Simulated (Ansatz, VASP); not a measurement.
**ZrS in VASP and in Ansatz**

Contents of INCAR:

```
PREC     = Accurate       # precision mode
ENCUT    = 520            # plane-wave cutoff, eV
EDIFF    = 1E-7           # SCF threshold, eV
ISMEAR   = 0              # smearing method
SIGMA    = 0.1            # smearing width, eV
LREAL    = F              # projectors in reciprocal space
LASPH    = T              # aspherical terms in the spheres
NELM     = 80             # most SCF steps
ALGO     = Normal         # electronic algorithm
ISIF     = 2              # what is computed and relaxed
LWAVE    = F              # write WAVECAR
LCHARG   = T              # write CHGCAR
GGA      = PS             # functional
LELF     = T              # ELF
LVHAR    = T            
NBANDS   = 16             # bands
```

The input KPOINTS:

```
Automatic mesh
0
Gamma
  16 16 16
```

File POSCAR:

```
ZrS
1.0
    0.0000000000      2.6250000000      2.6250000000
    2.6250000000      0.0000000000      2.6250000000
    2.6250000000      2.6250000000      0.0000000000
Zr S
1 1
Direct
    0.0000000000      0.0000000000      0.0000000000
    0.5000000000      0.5000000000      0.5000000000
```

Input for Ansatz:

```yaml
crystal:
  lattice:
    - [0.0, 2.625, 2.625]
    - [2.625, 0.0, 2.625]
    - [2.625, 2.625, 0.0]
  atoms:
    - { symbol: Zr, position: [0.0, 0.0, 0.0] }
    - { symbol: S, position: [0.5, 0.5, 0.5] }
basis:
  ecutwfc: 420
kpoints:
  mp_grid: { grid: [16, 16, 16] }
hamiltonian:
  xc: pbesol
scf:
  occupations: { method: gaussian, width: 0.1 }
output:
  forces: true
  stress: true
  eigenvalues: true
```

Alike in both runs: task single point; functional PBEsol; k mesh 16 × 16 × 16; occupations gaussian, width 0.1 eV; no spin polarisation.

```csv
,VASP,Ansatz
version,VASP 6.6.1,Ansatz 0.2.0
potentials or method,"VASP PAW PBE potentials, release 64 (Zr_sv, S), cutoff 520 eV","scalar-relativistic, plane waves, PAW"
valence electrons in the cell,18,18
```

|  | VASP | Ansatz | Ansatz less VASP |
| --- | --- | --- | --- |
| gap on the k mesh at the Fermi level (eV) | none | none | - |
| pressure (GPa) | -6.3 | -6.5 | -0.20 |

VASP's potentials were made for PBE, not for PBEsol. A gap of «none» marks a metal or a gap that the smearing closes. With one functional, cell and mesh, what is left measures potentials, basis and numerics.
